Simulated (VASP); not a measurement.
A run of VASP 6.6.1 is set up as follows.

Contents of INCAR:

```
SYSTEM = HfSiO4
ALGO = Normal
EDIFF = 1E-7
ENCUT = 520
GGA = PE
ISIF = 2
ISMEAR = -1
LASPH = .True.
LCHARG = .False.
LREAL = .False.
LWAVE = .False.
NBANDS = 50
NELM = 100
PREC = Accurate
SIGMA = 0.05
```

Contents of KPOINTS:

```
k-points
0
Gamma
  5 5 5
  0 0 0
```

Contents of POSCAR:

```
HfSiO4
1.0
   -3.2862500000      3.2862500000      3.0412320000
    3.2862500000     -3.2862500000      3.0412320000
    3.2862500000      3.2862500000     -3.0412320000
Hf Si O
2 2 8
Direct
    0.0000000000      0.0000000000      0.0000000000
    0.7500000000      0.2500000000      0.5000000000
    0.5000000000      0.5000000000      0.0000000000
    0.2500000000      0.7500000000      0.5000000000
    0.6801626350      0.4951402786      0.8149776436
    0.2451402786      0.9301626350      0.3149776436
    0.6801626350      0.8651849913      0.1850223564
    0.6151849913      0.9301626350      0.6850223564
    0.0698373650      0.3848150087      0.3149776436
    0.5048597214      0.3198373650      0.1850223564
    0.0698373650      0.7548597214      0.6850223564
    0.1348150087      0.3198373650      0.8149776436
```

Potentials or basis: VASP PAW PBE potentials, release 64 (Hf_pv, Si, O).

Command:

```console
$ cat potpaw_PBE.64/Hf_pv/POTCAR potpaw_PBE.64/Si/POTCAR potpaw_PBE.64/O/POTCAR > POTCAR
$ mpirun -np 1 vasp_std > vasp.out
```

**Question.** What does it give for the band gap on the k mesh?

**Answer.** 5.34 eV, indirect (least direct gap 5.73 eV).

**Question.** What does it give for the largest force?

**Answer.** 0.188 eV/Å.

**Question.** Predict the pressure.

**Answer.** 0.2 GPa.

Forces on the atoms (eV/Å):
```
Hf   0.000  0.000  0.000
Hf   0.000  0.000  0.000
Si   0.000  0.000  0.000
Si   0.000  0.000  0.000
O   -0.138  0.000  0.127
O    0.000 -0.138  0.127
O    0.138  0.000  0.127
O    0.000  0.138  0.127
O   -0.138  0.000 -0.127
O    0.000  0.138 -0.127
O    0.138  0.000 -0.127
O    0.000 -0.138 -0.127
```

Caveat: spin-orbit coupling is left out, which moves the levels of the heavy elements. Expect the measured gap to be larger: semilocal functionals such as PBE lack the derivative discontinuity.
